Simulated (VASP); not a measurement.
## Ti: single point with r2SCAN

Crystal: Ti.

```
Ti
1.0
     0.00000    2.06045    1.96910
     2.06045    0.00000    1.96910
     2.06045    2.06045    0.00000
Ti
1
Direct
  0.00000 0.00000 0.00000
```

This cell differs from its parent crystal: strain +0.015 along x and y, -0.030 along z.

- Program: VASP 6.6.1
- Task: single point
- Functional: r2SCAN
- Potentials or basis: VASP PAW PBE potentials, release 64 (Ti_sv)
- Cutoff: 520 eV
- k mesh: 20 × 20 × 20
- Occupations: gaussian, width 0.15 eV
- Spin: no spin polarisation

```json
{"Pressure": "4.9 GPa", "Band gap on the k mesh": "zero (bands 6 and 7 overlap by 1.51 eV)"}
```

Stress tensor (GPa, compression positive):
```
4.42 0.00 0.00
0.00 4.42 0.00
0.00 0.00 5.89
```

Levels at points of the mesh, in eV from the Fermi level:
```csv
k point,band 2,band 3,band 4,band 5,band 6,band 7,band 8,band 9,band 10,band 11
"(0.00, 0.00, 0.00)",-33.73,-33.73,-33.73,-6.55,0.92,0.92,1.28,2.70,3.11,16.03
"(0.50, 0.00, 0.00)",-34.52,-33.85,-33.80,-2.79,0.56,0.74,1.17,3.91,4.10,9.02
"(0.50, 0.50, 0.00)",-34.46,-34.04,-34.04,-2.79,-1.98,3.65,4.06,4.27,4.27,12.21
"(0.50, 0.00, 0.50)",-34.46,-34.01,-33.95,-2.79,-1.82,2.69,4.05,4.12,4.39,11.21
```

Wall time 6.8 min on 1 thread of Intel(R) Xeon(R) Platinum 8488C (Sapphire Rapids) (shared host), peak memory 0.25 GiB.

Caveat: the cell differs from its parent crystal (strain +0.015 along x and y, -0.030 along z); the cell stands under pressure; the PAW data sets were made with another functional, which shifts forces and pressure a little.
